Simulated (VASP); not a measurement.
# AlN (F-43m) in VASP: settings compared, part 2 of 2

VASP 6.6.1.

### 3 Single point, r2SCAN

Contents of POSCAR:

```
AlN
1.0
    0.0000000000      2.1849006074      2.1849006074
    2.1849006074      0.0000000000      2.1849006074
    2.1849006074      2.1849006074      0.0000000000
Al N
1 1
Direct
    0.0000000000      0.0000000000      0.0000000000
    0.2500000000      0.2500000000      0.2500000000
```

Contents of INCAR.step1:

```
SYSTEM = AlN
PREC = Accurate
ENCUT = 520
ISMEAR = -1
SIGMA = 0.05
LREAL = .False.
LASPH = .True.
NELM = 80
NBANDS = 11
GGA = PE
ALGO = Normal
EDIFF = 1E-4
LWAVE = .True.
LCHARG = .False.
```

Contents of INCAR.step2:

```
SYSTEM = AlN
PREC = Accurate
ENCUT = 520
EDIFF = 1E-6
ISMEAR = -1
SIGMA = 0.05
LREAL = .False.
LASPH = .True.
NELM = 80
ALGO = Normal
ISIF = 2
LWAVE = .False.
LCHARG = .True.
METAGGA = R2SCAN
LMIXTAU = .True.
LELF = .True.
LVHAR = .True.
NBANDS = 11
ISTART = 1
```

Contents of KPOINTS:

```
regular mesh
0
Gamma
  10 10 10
  0 0 0
```

Potentials or basis: VASP PAW PBE potentials, release 64 (Al, N).

Command:

```sh
cat potpaw_PBE.64/Al/POTCAR potpaw_PBE.64/N/POTCAR > POTCAR
cp INCAR.step1 INCAR
mpirun -np 1 vasp_std > vasp.out
cp INCAR.step2 INCAR
mpirun -np 1 vasp_std > vasp.out
```

OUTCAR:

```text
SYSTEM = AlN
   PREC = Accurate
   ENCUT = 520
   EDIFF = 1E-6
   ISMEAR = -1
   LREAL = .False.
   LASPH = .True.
   NELM = 80
   ISIF = 2
   METAGGA = R2SCAN
   ISTART = 1

 ion  position               nearest neighbor table
   1  0.000  0.000  0.000-   2 1.89   2 1.89   2 1.89   2 1.89
   2  0.250  0.250  0.250-   1 1.89   1 1.89   1 1.89   1 1.89

  LATTYP: Found a face centered cubic cell.
 ALAT       =     4.3698012148

  Lattice vectors:

 A1 = (   0.0000000000,   2.1849006074,   2.1849006074)
 A2 = (   2.1849006074,   0.0000000000,   2.1849006074)
 A3 = (   2.1849006074,   2.1849006074,   0.0000000000)

Analysis of symmetry for initial positions (statically):
=====================================================================
 Subroutine PRICEL returns:
 Original cell was already a primitive cell.

 Routine SETGRP: Setting up the symmetry group for a
 face centered cubic supercell.

 Subroutine GETGRP returns: Found 24 space group operations
 (whereof 24 operations were pure point group operations)
 out of a pool of 48 trial point group operations.

[... 171 lines left out ...]
      2       5.6814      2.00000
      3       5.6814      2.00000
      4       5.6814      2.00000
      5      10.5622      0.00000
      6      19.1899      0.00000
      7      19.1899      0.00000
      8      19.1899      0.00000
      9      24.2055      0.00000
     10      24.2055      0.00000
     11      25.9153      0.00000
[... 309 lines left out ...]
 k-point    24 :       0.4000    0.3000    0.0000
  band No.  band energies     occupation
      1      -8.0684      2.00000
      2       1.4922      2.00000
      3       3.9634      2.00000
      4       4.2555      2.00000
      5      11.2519      0.00000
      6      16.0934      0.00000
      7      18.9666      0.00000
      8      21.3532      0.00000
      9      21.9241      0.00000
     10      28.1153      0.00000
     11      30.5273      0.00000

 [... further k-points ...]

------------------------ aborting loop because EDIFF is reached ----------------------------------------

  FORCE on cell =-STRESS in cart. coord.  units (eV):
  Direction    XX          YY          ZZ          XY          YZ          ZX
  --------------------------------------------------------------------------------------
  -------------------------------------------------------------------------------------
  Total       -0.0511158     -0.0511158     -0.0511158      0.0000000      0.0000000     -0.0000000
  in kB       -3.9259108     -3.9259108     -3.9259108      0.0000000      0.0000000     -0.0000000
  external PRESSURE =      -3.9259108 kB  Pullay stress =       0.0000000 kB

 VOLUME and BASIS-vectors are now :
 -----------------------------------------------------------------------------
  energy-cutoff  :      520.00
  volume of cell :       20.86
      direct lattice vectors                 reciprocal lattice vectors
     0.000000000  2.184900607  2.184900607    -0.228843362  0.228843362  0.228843362
     2.184900607  0.000000000  2.184900607     0.228843362 -0.228843362  0.228843362
     2.184900607  2.184900607  0.000000000     0.228843362  0.228843362 -0.228843362

 POSITION                                       TOTAL-FORCE (eV/Angst)
 -----------------------------------------------------------------------------------
      0.00000      0.00000      0.00000         0.000000      0.000000     -0.000000
      1.09245      1.09245      1.09245        -0.000000     -0.000000      0.000000
 -----------------------------------------------------------------------------------
    total drift:                               -0.000000     -0.000000     -0.000000

  FREE ENERGIE OF THE ION-ELECTRON SYSTEM (eV)
  ---------------------------------------------------
  free  energy   TOTEN  =       -19.1797232505 eV

  energy  without entropy=      -19.1797232505  energy(sigma->0) =      -19.17972325
```

OUTCAR.step1:

```text
SYSTEM = AlN
   PREC = Accurate
   ENCUT = 520
   ISMEAR = -1
   LREAL = .False.
   LASPH = .True.
[... 556 lines left out ...]
      0.00000      0.00000      0.00000         0.000000      0.000000      0.000000
      1.09245      1.09245      1.09245        -0.000000     -0.000000     -0.000000
 -----------------------------------------------------------------------------------
    total drift:                                0.000000      0.000000      0.000000

  FREE ENERGIE OF THE ION-ELECTRON SYSTEM (eV)
  ---------------------------------------------------
  free  energy   TOTEN  =       -14.8411815883 eV

  energy  without entropy=      -14.8411815883  energy(sigma->0) =      -14.84118159
```

Run time: 25 s. Hardware: 1 thread of Intel Xeon Platinum 8375C at 2.90GHz (Ice Lake), shared host; peak memory 0.14 GiB.

What came out:

- Free energy: -19.1797 eV
- Pressure: -0.4 GPa
- Band gap on the k mesh: 3.93 eV, indirect (least direct gap 4.88 eV)

Caveat: the PAW data sets were made with another functional, which shifts forces and pressure a little. A k mesh can miss the band edges.

### 4 Single point, r2SCAN+D3(BJ)

This run uses another cell than the first one, of 10.63 Å³/atom, 1.020 times its volume.

Contents of POSCAR:

```
AlN
1.0
    0.0000000000      2.1984575146      2.1984575146
    2.1984575146      0.0000000000      2.1984575146
    2.1984575146      2.1984575146      0.0000000000
Al N
1 1
Direct
    0.0000000000      0.0000000000      0.0000000000
    0.2500000000      0.2500000000      0.2500000000
```

INCAR.step1, as its differences from that of step 3:

```diff
@@ -7,3 +7,3 @@
 LASPH = .True.
-NELM = 80
+NELM = 100
 NBANDS = 11
```

INCAR.step2, as its differences from that of step 3:

```diff
@@ -8,3 +8,3 @@
 LASPH = .True.
-NELM = 80
+NELM = 100
 ALGO = Normal
@@ -15,2 +15,7 @@
 LMIXTAU = .True.
+IVDW = 12
+VDW_S6 = 1.0
+VDW_S8 = 0.78981345
+VDW_A1 = 0.49484001
+VDW_A2 = 5.73083694
 LELF = .True.
```

Contents of KPOINTS:

```
Automatic mesh
0
Gamma
  10 10 10
  0 0 0
```

Command:

```sh
cat potpaw_PBE.64/Al/POTCAR potpaw_PBE.64/N/POTCAR > POTCAR
cp INCAR.step1 INCAR
mpirun -np 1 vasp_std > vasp.out
cp INCAR.step2 INCAR
mpirun -np 1 vasp_std > vasp.out
```

Wall time 24 s (1 thread of Intel Xeon Platinum 8375C at 2.90GHz (Ice Lake), shared host); peak memory 0.15 GiB.

Results (log left out):

```
Free energy                : -19.4230 eV
Pressure                   : -6.1 GPa
Band gap on the k mesh     : 3.92 eV, indirect (least direct gap 4.71 eV)
Dispersion energy per atom : -0.124 eV
```

Levels at points of the mesh, in eV from the valence-band top:
```tsv
k point	band 2	band 3	band 4	band 5	band 6	band 7
(0.00, 0.00, 0.00)	0.00	0.00	0.00	4.71	13.32	13.32
(0.50, 0.00, 0.00)	-5.81	-0.48	-0.48	8.02	10.68	11.82
(0.50, 0.50, 0.00)	-4.89	-1.79	-1.79	3.92	9.35	14.92
```

Caveat: the PAW data sets were made with another functional, which shifts forces and pressure a little.

### 5 Single point, LDA (volume scaled by 0.94)

Contents of INCAR:

```
SYSTEM = AlN
ALGO     = Normal         ! electronic algorithm
EDIFF    = 1E-6           ! SCF threshold, eV
ENCUT    = 520            ! plane-wave cutoff, eV
ISIF     = 2              ! what is computed and relaxed
ISMEAR   = -1             ! smearing method
LASPH    = .True.         ! aspherical terms in the spheres
LCHARG   = .True.         ! write CHGCAR
LELF     = .True.         ! ELF
LREAL    = .False.        ! projectors in reciprocal space
LVHAR    = .True.       
LWAVE    = .False.        ! write WAVECAR
NBANDS   = 11             ! bands
NELM     = 100            ! most SCF steps
PREC     = Accurate       ! precision mode
SIGMA    = 0.05           ! smearing width, eV
```

Contents of KPOINTS:

```
k-points
0
Gamma
  10 10 10
  0 0 0
```

Contents of POSCAR:

```
AlN
1.0
    0.0000000000      2.1394097525      2.1394097525
    2.1394097525      0.0000000000      2.1394097525
    2.1394097525      2.1394097525      0.0000000000
Al N
1 1
Direct
    0.0000000000      0.0000000000      0.0000000000
    0.2500000000      0.2500000000      0.2500000000
```

Potentials or basis: VASP PAW LDA potentials, release 64 (Al, N).

Command:

```sh
cat potpaw_LDA.64/Al/POTCAR potpaw_LDA.64/N/POTCAR > POTCAR
mpirun -np 1 vasp_std > vasp.out
```

Run time: 4.2 s. Hardware: 1 thread of Intel Xeon 6975P-C, shared host; peak memory 0.12 GiB.

The run converged. Its results:

```yaml
Free_energy: -16.3440 eV
Pressure: 10.9 GPa
Band_gap_on_the_k_mesh: 3.25 eV, indirect (least direct gap 4.80 eV)
```

Levels at points of the mesh, in eV from the valence-band top:
```tsv
k point	band 1	band 2	band 3	band 4	band 5	band 6	band 7	band 8	band 9
(0.00, 0.00, 0.00)	-15.19	0.00	0.00	0.00	4.80	12.95	12.95	12.95	18.02
(0.50, 0.00, 0.00)	-12.88	-6.18	-0.49	-0.49	7.84	10.19	11.35	11.35	18.58
(0.50, 0.50, 0.00)	-12.16	-5.15	-1.86	-1.86	3.25	8.78	14.61	16.26	16.26
```

Caveat: the cell differs from its parent crystal (volume scaled by 0.94).

### 6 Single point, LDA (volume scaled by 0.96)

Contents of INCAR:

```
ALGO = Normal
EDIFF = 1E-6
ENCUT = 520
GGA = CA
ISIF = 2
ISMEAR = -1
LASPH = T
LCHARG = F
LREAL = F
LWAVE = F
NBANDS = 11
NELM = 60
PREC = Accurate
SIGMA = 0.05
```

Contents of KPOINTS:

```
k-points
0
Gamma
  10 10 10
```

Contents of POSCAR:

```
AlN
1.0
    0.0000000000      2.1544765148      2.1544765148
    2.1544765148      0.0000000000      2.1544765148
    2.1544765148      2.1544765148      0.0000000000
Al N
1 1
Direct
    0.0000000000      0.0000000000      0.0000000000
    0.2500000000      0.2500000000      0.2500000000
```

Potentials or basis: VASP PAW LDA potentials, release 64 (Al, N).

Command:

```sh
cat potpaw_LDA.64/Al/POTCAR potpaw_LDA.64/N/POTCAR > POTCAR
mpirun -np 1 vasp_std > vasp.out
```

Wall time 4.2 s (1 thread of Intel Xeon 6975P-C, shared host); peak memory 0.13 GiB.

It converged, with:

* Free energy: -16.3659 eV
* Pressure: 5.8 GPa
* Band gap on the k mesh: 3.24 eV, indirect (least direct gap 4.60 eV)

Levels at points of the mesh, in eV from the valence-band top:
```
           k point  band 1  band 2  band 3  band 4  band 5  band 6  band 7  band 8
(0.00, 0.00, 0.00)  -15.07    0.00    0.00    0.00    4.60   12.74   12.74   12.74
(0.50, 0.00, 0.00)  -12.82   -6.08   -0.49   -0.49    7.64   10.05   11.22   11.22
(0.50, 0.50, 0.00)  -12.12   -5.08   -1.84   -1.84    3.24    8.66   14.31   16.00
```

Caveat: the cell differs from its parent crystal (volume scaled by 0.96).

### 7 Overview

```csv
level,potentials or basis,cell,gap on the mesh (eV),pressure (GPa)
r2SCAN+D3(BJ),"VASP PAW PBE potentials, release 64 (Al, N)","a = 3.089 Å, angles 60.0°, 2 atoms",3.93,-2.1
r2SCAN,"VASP PAW PBE potentials, release 64 (Al, N)","a = 3.090 Å, angles 60.0°, 2 atoms",3.93,-0.4
r2SCAN+D3(BJ),"VASP PAW PBE potentials, release 64 (Al, N)","a = 3.109 Å, angles 60.0°, 2 atoms",3.92,-6.1
LDA,"VASP PAW LDA potentials, release 64 (Al, N)","a = 3.026 Å, angles 60.0°, 2 atoms",3.25,10.9
LDA,"VASP PAW LDA potentials, release 64 (Al, N)","a = 3.047 Å, angles 60.0°, 2 atoms",3.24,5.8
```

Alike in all rows: task single point; no spin polarisation; k mesh 10 × 10 × 10; cutoff (eV) 520; smearing fermi-dirac 0.05 eV.

Caveats: the PAW data sets were made with another functional, which shifts forces and pressure a little (some runs).

Total energies depend on the potentials used, so only differences within one code and one set of settings carry meaning.
